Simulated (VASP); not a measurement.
Here is a VASP 6.6.1 calculation.

Contents of INCAR:

```
ALGO = Normal
EDIFF = 1E-6
ENCUT = 520
GGA = PE
ISIF = 2
ISMEAR = 0
LASPH = True
LCHARG = True
LELF = True
LREAL = False
LVHAR = True
LWAVE = False
NBANDS = 37
NELM = 60
PREC = Accurate
SIGMA = 0.2
```

KPOINTS

```
k-points
0
Gamma
  5 5 3
```

Contents of POSCAR:

```
MgZn4O
1.0
    5.0096280282     -0.0000000035      0.0000000000
   -2.5048140111      4.3384651376      0.0000000000
    0.0000000000      0.0000000000      6.3810538233
Mg Zn O
1 4 1
Direct
    0.0000000000      0.0000000000      0.4793533324
    0.5000000000      0.0000000000      0.8494976599
    0.0000000000      0.5000000000      0.8494976599
    0.5000000000      0.5000000000      0.8494976599
    0.0000000000      0.0000000000      0.0851937058
    0.0000000000      0.0000000000      0.7744981421
```

Potentials or basis: VASP PAW PBE potentials, release 64 (Mg, Zn, O).

The run is started by

```sh
$ cat potpaw_PBE.64/Mg/POTCAR potpaw_PBE.64/Zn/POTCAR potpaw_PBE.64/O/POTCAR > POTCAR
$ mpirun -np 1 vasp_std > vasp.out
```

(1) What does it give for the band gap on the k mesh?

(2) Estimate the pressure.

(3) What does it give for the largest force?

Results:

(1) zero (band 28 reaches 1.29 eV, above the bottom of band 29 at 0.40 eV).

(2) 0.4 GPa.

(3) 0.098 eV/Å.
